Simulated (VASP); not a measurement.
# GaSb (F-43m) in VASP: further runs

Runs on GaSb. Level: PBEsol. Tasks: single point.

Program: VASP 6.6.1. These are calculated values, not measurements. Logs are shortened: lines on timing, memory, paths and dates and some standing lists are left out, and cuts for length are marked.

## Step 1: The cell of the first run

The structure is cubic, space group F-43m (No. 216). Conventional cell: a = 6.111 Å, b = 6.111 Å, c = 6.111 Å, α = 90.00°, β = 90.00°, γ = 90.00°. Within 3.5 Å of Ga (site symmetry -43m) lie 4 Sb at 2.65 Å. Sb (site symmetry -43m) has 4 Ga at 2.65 Å within 3.5 Å.

## Step 2: Single point, PBEsol

Input file INCAR:

```
PREC = Accurate
ENCUT = 520
EDIFF = 1E-7
ISMEAR = 0
SIGMA = 0.15
LREAL = False
LASPH = True
NELM = 100
ALGO = Normal
ISIF = 2
LWAVE = False
LCHARG = False
GGA = PS
NBANDS = 16
```

Input file KPOINTS:

```
regular mesh
0
Gamma
  18 18 18
```

Input file POSCAR:

```
GaSb
1.0
    0.0000000000      3.0556140972      3.0556140972
    3.0556140972      0.0000000000      3.0556140972
    3.0556140972      3.0556140972      0.0000000000
Ga Sb
1 1
Direct
    0.0000000000      0.0000000000      0.0000000000
    0.7500000000      0.7500000000      0.7500000000
```

Potentials or basis: VASP PAW PBE potentials, release 64 (Ga_d, Sb).

The run is started by

```sh
$ cat potpaw_PBE.64/Ga_d/POTCAR potpaw_PBE.64/Sb/POTCAR > POTCAR
$ mpirun -np 1 vasp_std > vasp.out
```

OUTCAR:

```text
PREC = Accurate
   ENCUT = 520
   EDIFF = 1E-7
   ISMEAR = 0
   LREAL = False
   LASPH = True
   NELM = 100
   ISIF = 2
   GGA = PS

 ion  position               nearest neighbor table
   1  0.000  0.000  0.000-   2 2.65   2 2.65   2 2.65   2 2.65
   2  0.750  0.750  0.750-   1 2.65   1 2.65   1 2.65   1 2.65

  LATTYP: Found a face centered cubic cell.
 ALAT       =     6.1112281944

  Lattice vectors:

 A1 = (   0.0000000000,   3.0556140972,   3.0556140972)
 A2 = (   3.0556140972,   0.0000000000,   3.0556140972)
 A3 = (   3.0556140972,   3.0556140972,   0.0000000000)

Analysis of symmetry for initial positions (statically):
=====================================================================
 Subroutine PRICEL returns:
 Original cell was already a primitive cell.

 Routine SETGRP: Setting up the symmetry group for a
 face centered cubic supercell.

 Subroutine GETGRP returns: Found 24 space group operations
 (whereof 24 operations were pure point group operations)
 out of a pool of 48 trial point group operations.

The static configuration has the point symmetry T_d .

Analysis of symmetry for dynamics (positions and initial velocities):
=====================================================================
 Subroutine PRICEL returns:
 Original cell was already a primitive cell.

 Routine SETGRP: Setting up the symmetry group for a
 face centered cubic supercell.

 Subroutine GETGRP returns: Found 24 space group operations
 (whereof 24 operations were pure point group operations)
 out of a pool of 48 trial point group operations.

The dynamic configuration has the point symmetry T_d .

 Subroutine INISYM returns: Found 24 space group operations
 (whereof 24 operations are pure point group operations),
 and found     1 'primitive' translations

----------------------------------------------------------------------------------------

                                     Primitive cell

  volume of cell :      57.0592

  direct lattice vectors                    reciprocal lattice vectors
     0.000000000  3.055614097  3.055614097    -0.163633229  0.163633229  0.163633229
     3.055614097  0.000000000  3.055614097     0.163633229 -0.163633229  0.163633229
     3.055614097  3.055614097  0.000000000     0.163633229  0.163633229 -0.163633229

  length of vectors
     4.321290898  4.321290898  4.321290898     0.283421066  0.283421066  0.283421066

  position of ions in fractional coordinates (direct lattice)
     0.000000000  0.000000000  0.000000000
     0.750000000  0.750000000  0.750000000

  ion indices of the primitive-cell ions
   primitive index   ion index
                 1           1
                 2           2

----------------------------------------------------------------------------------------

 KPOINTS: regular mesh

Automatic generation of k-mesh.
 Grid dimensions read from file:
 generate k-points for:   18   18   18

 Generating k-lattice:

  Cartesian coordinates                     Fractional coordinates (reciprocal lattice)
    -0.009090735  0.009090735  0.009090735     0.055555556  0.000000000  0.000000000
     0.009090735 -0.009090735  0.009090735     0.000000000  0.055555556  0.000000000
     0.009090735  0.009090735 -0.009090735     0.000000000  0.000000000  0.055555556

  Length of vectors
     0.015745615  0.015745615  0.015745615

  Shift w.r.t. Gamma in fractional coordinates (k-lattice)
     0.000000000  0.000000000  0.000000000

 Subroutine IBZKPT returns following result:
 ===========================================

 Found    195 irreducible k-points:

 Following reciprocal coordinates:
            Coordinates               Weight
  0.000000  0.000000  0.000000      1.000000
  0.055556  0.000000  0.000000      8.000000
  0.111111  0.000000  0.000000      8.000000
  0.166667  0.000000  0.000000      8.000000
  0.222222  0.000000  0.000000      8.000000
  0.277778  0.000000  0.000000      8.000000
[... 16 lines left out ...]
 -0.277778  0.055556  0.000000     24.000000
 -0.222222  0.055556  0.000000     24.000000
 [... further k-points ...]
   k-points           NKPTS =    195   k-points in BZ     NKDIM =    195   number of bands    NBANDS=     16
   number of dos      NEDOS =    301   number of ions     NIONS =      2
   total plane-waves  NPLWV =  32768
   dimension x,y,z NGX =    32 NGY =   32 NGZ =   32
   dimension x,y,z NGXF=    64 NGYF=   64 NGZF=   64
   ions per type =               1   1
   NGX,Y,Z   is equivalent  to a cutoff of  12.31, 12.31, 12.31 a.u.
   NGXF,Y,Z  is equivalent  to a cutoff of  24.62, 24.62, 24.62 a.u.
 SYSTEM =  unknown system
   PREC   = accura    normal or accurate (medium, high low for compatibility)
   ISTART =      0    job   : 0-new  1-cont  2-samecut
   ICHARG =      2    charge: 1-file 2-atom 10-const
   ISPIN  =      1    spin polarized calculation?
   LNONCOLLINEAR =      F non collinear calculations
   LSORBIT =      F    spin-orbit coupling
   LASPH  =      T    aspherical Exc in radial PAW
   ENCUT  =  520.0 eV  38.22 Ry    6.18 a.u.   8.03  8.03  8.03*2*pi/ulx,y,z
   NELM   =    100;   NELMIN=  2; NELMDL= -5     # of ELM steps
   EDIFF  = 0.1E-06   stopping-criterion for ELM
   LREAL  =      F    real-space projection
   EDIFFG = 0.1E-05   stopping-criterion for IOM
   NSW    =      0    number of steps for IOM
   IBRION =     -1    ionic relax: 0-MD 1-quasi-New 2-CG
   NFREE  =      0    steps in history (QN), initial steepest desc. (CG)
   ISIF   =      2    stress and relaxation
   ISYM   =      2    0-nonsym 1-usesym 2-fastsym
   POTIM  = 0.5000    time-step for ionic-motion
   TEBEG  =    0.0;   TEEND  =   0.0 temperature during run
   PSTRESS=    0.0 pullay stress
   NELECT =      18.0000    total number of electrons
   NUPDOWN=      -1.0000    fix difference up-down
   EMIN   =  10.00;   EMAX   =-10.00  energy-range for DOS
   EFERMI =   0.00;   METHOD = LEGACY
   ISMEAR =     0;   SIGMA  =   0.15  broadening in eV -4-tet -1-fermi 0-gaus
   EFERMI_NEDOS =   21; number of points for ismear=-14 and -15
   IALGO  =     38    algorithm
   IMIX   =      4    mixing-type and parameters
     AMIX     =   0.40;   BMIX     =  1.00
     AMIX_MAG =   1.60;   BMIX_MAG =  1.00
  volume/ion in A,a.u.               =      28.53       192.53
  Fermi-wavevector in a.u.,A,eV,Ry     =   1.114441  2.105989 16.898153  1.241979
  Thomas-Fermi vector in A             =   2.251036
   LORBIT       =      0    0 simple, 1 ext, 2 COOP (PROOUT), +10 PAW based schemes
   GGA     = PS    functional components
   LHFCALC =     F    Hartree Fock is set to
   AEXX    =    0.0000 exact exchange contribution
   IVDW    =     0    specifies the selected vdW correction
   LEPSILON=     F    determine dielectric tensor
   LRPA    =     F    only Hartree local field effects (RPA)
 non-spin polarized calculation
 Gauss-broadening in eV      SIGMA  =   0.15
  energy-cutoff  :      520.00
  volume of cell :       57.06
 maximum number of plane-waves:      1572
   NGX = 17   NGY = 17   NGZ = 17

 number of electron      17.9999985 magnetization

 Free energy of the ion-electron system (eV)
  ---------------------------------------------------
  ext. energy  EPLUGINS =         0.00000000
  ---------------------------------------------------
  free energy    TOTEN  =        -8.15586699 eV

  energy without entropy =       -8.15574669  energy(sigma->0) =       -8.15580684

 E-fermi :   4.9087     XC(G=0):  -9.2817

 val. band max:        4.7781535813   @ k =   0.0000   0.0000   0.0000
 cond. band min:       5.1178340193   @ k =   0.5000   0.0000   0.0000
 fundamental gap:      0.3396804380
 Fermi energy:         4.9086535064

 k-point     1 :       0.0000    0.0000    0.0000
  band No.  band energies     occupation
      1     -10.2387      2.00000
      2     -10.2387      2.00000
      3     -10.2387      2.00000
      4     -10.1878      2.00000
      5     -10.1878      2.00000
      6      -6.7634      2.00000
[... 8 lines left out ...]
     15      13.3708      0.00000
     16      13.3708      0.00000

 k-point     2 :       0.0556    0.0000    0.0000
  band No.  band energies     occupation
      1     -10.2396      2.00000
      2     -10.2383      2.00000
      3     -10.2383      2.00000
      4     -10.1878      2.00000
      5     -10.1878      2.00000
      6      -6.7313      2.00000
[... 8 lines left out ...]
     15      13.0438      0.00000
     16      13.0438      0.00000

 k-point     3 :       0.1111    0.0000    0.0000
  band No.  band energies     occupation
      1     -10.2422      2.00000
      2     -10.2372      2.00000
      3     -10.2372      2.00000
      4     -10.1880      2.00000
      5     -10.1880      2.00000
      6      -6.6358      2.00000
[... 8 lines left out ...]
     15      12.6182      0.00000
     16      12.6182      0.00000

 k-point     4 :       0.1667    0.0000    0.0000
  band No.  band energies     occupation
      1     -10.2461      2.00000
      2     -10.2356      2.00000
      3     -10.2356      2.00000
      4     -10.1881      2.00000
      5     -10.1881      2.00000
      6      -6.4795      2.00000
[... 8 lines left out ...]
     15      12.3334      0.00000
     16      12.3334      0.00000

 k-point     5 :       0.2222    0.0000    0.0000
  band No.  band energies     occupation
      1     -10.2508      2.00000
      2     -10.2336      2.00000
      3     -10.2336      2.00000
      4     -10.1882      2.00000
      5     -10.1882      2.00000
      6      -6.2676      2.00000
[... 8 lines left out ...]
     15      12.2576      0.00000
     16      12.2576      0.00000

 k-point     6 :       0.2778    0.0000    0.0000
  band No.  band energies     occupation
      1     -10.2558      2.00000
      2     -10.2317      2.00000
      3     -10.2317      2.00000
      4     -10.1882      2.00000
      5     -10.1882      2.00000
      6      -6.0093      2.00000
[... 8 lines left out ...]
     15      12.4291      0.00000
     16      12.4291      0.00000
[... 267 lines left out ...]
 k-point    21 :      -0.3889    0.0556    0.0000
  band No.  band energies     occupation
      1     -10.2656      2.00000
      2     -10.2282      2.00000
      3     -10.2279      2.00000
      4     -10.1881      2.00000
      5     -10.1876      2.00000
      6      -5.3271      2.00000
[... 8 lines left out ...]
     15      13.2343      0.00000
     16      14.4028      0.00000

 k-point    22 :      -0.3333    0.0556    0.0000
  band No.  band energies     occupation
      1     -10.2624      2.00000
      2     -10.2295      2.00000
      3     -10.2288      2.00000
      4     -10.1885      2.00000
      5     -10.1876      2.00000
      6      -5.5987      2.00000
[... 8 lines left out ...]
     15      12.5904      0.00000
     16      13.7414      0.00000

 k-point    23 :      -0.2778    0.0556    0.0000
  band No.  band energies     occupation
      1     -10.2581      2.00000
      2     -10.2312      2.00000
      3     -10.2302      2.00000
      4     -10.1888      2.00000
      5     -10.1877      2.00000
      6      -5.8890      2.00000
[... 8 lines left out ...]
     15      12.1285      0.00000
     16      13.1924      0.00000

 k-point    24 :      -0.2222    0.0556    0.0000
  band No.  band energies     occupation
      1     -10.2533      2.00000
      2     -10.2331      2.00000
      3     -10.2320      2.00000
      4     -10.1888      2.00000
      5     -10.1877      2.00000
      6      -6.1588      2.00000
[... 8 lines left out ...]
     15      11.9398      0.00000
     16      12.8394      0.00000

 [... further k-points ...]
[... 5 lines left out ...]
  --------------------------------------------------------------------------------------
  -------------------------------------------------------------------------------------
  Total        0.0347246      0.0347246      0.0347246      0.0000000      0.0000000     -0.0000000
  in kB        0.9750399      0.9750399      0.9750399      0.0000000      0.0000000     -0.0000000
  external PRESSURE =       0.9750399 kB  Pullay stress =       0.0000000 kB

 VOLUME and BASIS-vectors are now :
 -----------------------------------------------------------------------------
  energy-cutoff  :      520.00
  volume of cell :       57.06
      direct lattice vectors                 reciprocal lattice vectors
     0.000000000  3.055614097  3.055614097    -0.163633229  0.163633229  0.163633229
     3.055614097  0.000000000  3.055614097     0.163633229 -0.163633229  0.163633229
     3.055614097  3.055614097  0.000000000     0.163633229  0.163633229 -0.163633229

 POSITION                                       TOTAL-FORCE (eV/Angst)
 -----------------------------------------------------------------------------------
      0.00000      0.00000      0.00000        -0.000000     -0.000000     -0.000000
      4.58342      4.58342      4.58342         0.000000      0.000000      0.000000
 -----------------------------------------------------------------------------------
    total drift:                               -0.000000     -0.000000     -0.000000

  FREE ENERGIE OF THE ION-ELECTRON SYSTEM (eV)
  ---------------------------------------------------
  free  energy   TOTEN  =        -8.1558669857 eV

  energy  without entropy=       -8.1557466907  energy(sigma->0) =       -8.15580684
```

Run time: 53 s. Hardware: 1 thread of Intel Xeon Platinum 8488C (Sapphire Rapids), shared host; peak memory 0.32 GiB.

Results:

```yaml
Free_energy: -8.1559 eV
Pressure: 0.1 GPa
```

Caveat: the PAW data sets were made with another functional, which shifts forces and pressure a little; spin-orbit coupling is left out, which moves the levels of the heavy elements.

## Step 3: Single point, PBEsol

This run uses another cell than the first one: it holds 8 atoms, not 2.

Input file INCAR:

```
SYSTEM = GaSb
  PREC = Accurate
  ENCUT = 520
  EDIFF = 1E-7
  ISMEAR = 0
  SIGMA = 0.15
  LREAL = .FALSE.
  LASPH = .TRUE.
  NELM = 80
  ALGO = Normal
  ISIF = 2
  LWAVE = .FALSE.
  LCHARG = .TRUE.
  GGA = PS
  LELF = .TRUE.
  LVHAR = .TRUE.
  NBANDS = 46
```

Input file KPOINTS:

```
Automatic mesh
0
G
  10 10 10
  0 0 0
```

Input file POSCAR:

```
GaSb
1.0
    6.1112281945      0.0000000000      0.0000000000
    0.0000000000     -6.1112281945      0.0000000000
    0.0000000000      0.0000000000     -6.1112281945
Ga Sb
4 4
Direct
    0.0000000000      0.0000000000      0.0000000000
    0.5000000000      0.5000000000      0.0000000000
    0.5000000000      0.0000000000      0.5000000000
    0.0000000000      0.5000000000      0.5000000000
    0.7500000000      0.7500000000      0.7500000000
    0.2500000000      0.2500000000      0.7500000000
    0.2500000000      0.7500000000      0.2500000000
    0.7500000000      0.2500000000      0.2500000000
```

Potentials or basis: VASP PAW PBE potentials, release 64 (Ga_d, Sb).

The run is started by

```sh
$ cat potpaw_PBE.64/Ga_d/POTCAR potpaw_PBE.64/Sb/POTCAR > POTCAR
$ mpirun -np 1 vasp_std > vasp.out
```

OUTCAR:

```text
SYSTEM = GaSb
   PREC = Accurate
   ENCUT = 520
   EDIFF = 1E-7
   ISMEAR = 0
   LREAL = .FALSE.
   LASPH = .TRUE.
   NELM = 80
   ISIF = 2
   GGA = PS

 ion  position               nearest neighbor table
   1  0.000  0.000  0.000-   5 2.65   6 2.65   7 2.65   8 2.65
   2  0.500  0.500  0.000-   5 2.65   6 2.65   7 2.65   8 2.65
   3  0.500  0.000  0.500-   5 2.65   6 2.65   7 2.65   8 2.65
   4  0.000  0.500  0.500-   5 2.65   6 2.65   7 2.65   8 2.65
   5  0.750  0.750  0.750-   1 2.65   2 2.65   3 2.65   4 2.65
   6  0.250  0.250  0.750-   1 2.65   2 2.65   3 2.65   4 2.65
   7  0.250  0.750  0.250-   1 2.65   2 2.65   3 2.65   4 2.65
   8  0.750  0.250  0.250-   1 2.65   2 2.65   3 2.65   4 2.65

  LATTYP: Found a simple cubic cell.
 ALAT       =     6.1112281945

  Lattice vectors:

 A1 = (   6.1112281945,   0.0000000000,   0.0000000000)
 A2 = (   0.0000000000,  -6.1112281945,   0.0000000000)
 A3 = (   0.0000000000,   0.0000000000,  -6.1112281945)

Analysis of symmetry for initial positions (statically):
=====================================================================
[... 194 lines left out ...]

 val. band max:        4.7782869022   @ k =   0.0000   0.0000   0.0000
 cond. band min:       5.1179362434   @ k =   0.5000   0.5000   0.5000
 fundamental gap:      0.3396493413
 Fermi energy:         4.8976048740

 k-point     1 :       0.0000    0.0000    0.0000
  band No.  band energies     occupation
      1     -10.2850      2.00000
      2     -10.2850      2.00000
      3     -10.2850      2.00000
      4     -10.2385      2.00000
      5     -10.2385      2.00000
      6     -10.2385      2.00000
[... 1165 lines left out ...]
     45       8.7581      0.00000
     46       9.0105      0.00000

 [... further k-points ...]
[... 5 lines left out ...]
  --------------------------------------------------------------------------------------
  -------------------------------------------------------------------------------------
  Total        0.1438377      0.1438377      0.1438377     -0.0000000      0.0000000     -0.0000000
  in kB        1.0097130      1.0097130      1.0097130     -0.0000000      0.0000000     -0.0000000
  external PRESSURE =       1.0097130 kB  Pullay stress =       0.0000000 kB

 VOLUME and BASIS-vectors are now :
 -----------------------------------------------------------------------------
  energy-cutoff  :      520.00
  volume of cell :      228.24
      direct lattice vectors                 reciprocal lattice vectors
     6.111228194  0.000000000  0.000000000     0.163633229  0.000000000  0.000000000
     0.000000000 -6.111228194  0.000000000     0.000000000 -0.163633229  0.000000000
     0.000000000  0.000000000 -6.111228194     0.000000000  0.000000000 -0.163633229

 POSITION                                       TOTAL-FORCE (eV/Angst)
 -----------------------------------------------------------------------------------
      0.00000      0.00000      0.00000        -0.000000     -0.000000     -0.000000
      3.05561     -3.05561      0.00000        -0.000000      0.000000     -0.000000
      3.05561      0.00000     -3.05561        -0.000000     -0.000000      0.000000
      0.00000     -3.05561     -3.05561         0.000000      0.000000      0.000000
      4.58342     -4.58342     -4.58342        -0.000000      0.000000     -0.000000
      1.52781     -1.52781     -4.58342         0.000000      0.000000      0.000000
      1.52781     -4.58342     -1.52781        -0.000000      0.000000      0.000000
      4.58342     -1.52781     -1.52781         0.000000     -0.000000     -0.000000
 -----------------------------------------------------------------------------------
    total drift:                                0.000000     -0.000000      0.000000

  FREE ENERGIE OF THE ION-ELECTRON SYSTEM (eV)
  ---------------------------------------------------
  free  energy   TOTEN  =       -32.6237603707 eV

  energy  without entropy=      -32.6232323403  energy(sigma->0) =      -32.62349636
```

Run time: 6 min. Hardware: 1 thread of Intel Xeon Platinum 8488C (Sapphire Rapids), shared host; peak memory 0.62 GiB.

What came out:

| Quantity | Value |
| --- | --- |
| Free energy | -32.6238 eV |
| Pressure | 0.1 GPa |

Caveat: the PAW data sets were made with another functional, which shifts forces and pressure a little; spin-orbit coupling is left out, which moves the levels of the heavy elements.
